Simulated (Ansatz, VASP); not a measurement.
## One calculation of B, two programs

The input POSCAR:

```
B
1.0
    2.2130123495      0.0000000000      0.0000000000
   -1.1065061747      1.9165249135      0.0000000000
    0.0000000000      0.0000000000      3.5918362432
B
2
Direct
    0.3333333333      0.6666666667      0.2500000000
    0.6666666667      0.3333333333      0.7500000000
```

Contents of INCAR.step1:

```
SYSTEM = B
ALGO = Normal
EDIFF = 1E-5
EDIFFG = -0.005
ENCUT = 550
GGA = PE
GGA_COMPAT = .FALSE.
IBRION = 2
ISIF = 3
ISMEAR = 0
LASPH = .TRUE.
LCHARG = .FALSE.
LREAL = .FALSE.
LWAVE = .TRUE.
NELM = 120
NELMIN = 4
NSW = 100
PREC = Accurate
SIGMA = 0.1
```

File INCAR.step2:

```
SYSTEM = B
ALGO = Normal
EDIFF = 1E-7
EDIFFG = -0.04
ENCUT = 550
GGA_COMPAT = .FALSE.
IBRION = 2
ISIF = 3
ISMEAR = 0
ISTART = 1
LASPH = .TRUE.
LCHARG = .FALSE.
LMIXTAU = .TRUE.
LREAL = .FALSE.
LWAVE = .FALSE.
METAGGA = R2SCAN
NELM = 120
NELMIN = 4
NSW = 90
PREC = Accurate
SIGMA = 0.1
```

Contents of KPOINTS:

```
k-points
0
G
  9 9 6
  0 0 0
```

Input for Ansatz:

```yaml
crystal:
  lattice:
    - [2.2130123495, 0.0, 0.0]
    - [-1.1065061747, 1.9165249135, 0.0]
    - [0.0, 0.0, 3.5918362432]
  atoms:
    - { symbol: B, position: [0.3333333333, 0.6666666667, 0.25] }
    - { symbol: B, position: [0.6666666667, 0.3333333333, 0.75] }
basis:
  ecutwfc: 500
kpoints:
  mp_grid: { grid: [9, 9, 6] }
hamiltonian:
  xc: r2scan
scf:
  occupations: { method: gaussian, width: 0.1 }
  lower_state_search: "off"
output:
  forces: true
  stress: true
  eigenvalues: true
relax:
  adjacent_minimum: "off"
  f_tol: 0.04
  max_steps: 70
  cell: { stress_tol: 0.4 }
```

Alike in both runs: task relaxation of cell and atoms; functional r2SCAN; k mesh 9 × 9 × 6; occupations gaussian, width 0.1 eV; no spin polarisation.

|  | VASP | Ansatz |
| --- | --- | --- |
| version | VASP 6.6.1 | Ansatz 0.2.0 |
| potentials or method | VASP PAW PBE potentials, release 64 (B), cutoff 550 eV | scalar-relativistic, plane waves, PAW |
| valence electrons in the cell | 6 | 6 |

```tsv
	VASP	Ansatz	Ansatz less VASP
gap on the k mesh at the Fermi level, each at its own relaxed structure (eV)	none	none	-
relaxed volume (Å³/atom)	7.94	10.01	+2.077
relaxed cell length with the largest relative difference (Å)	6.344	8.008	+1.6637
```

VASP's potentials were made for PBE, not for r2SCAN. A gap of «none» marks a metal or a gap that the smearing closes. One of these differences is far larger than is usual between the two programs; its cause wasn't traced.

The k mesh is coarse, so the values compare programs but aren't converged.
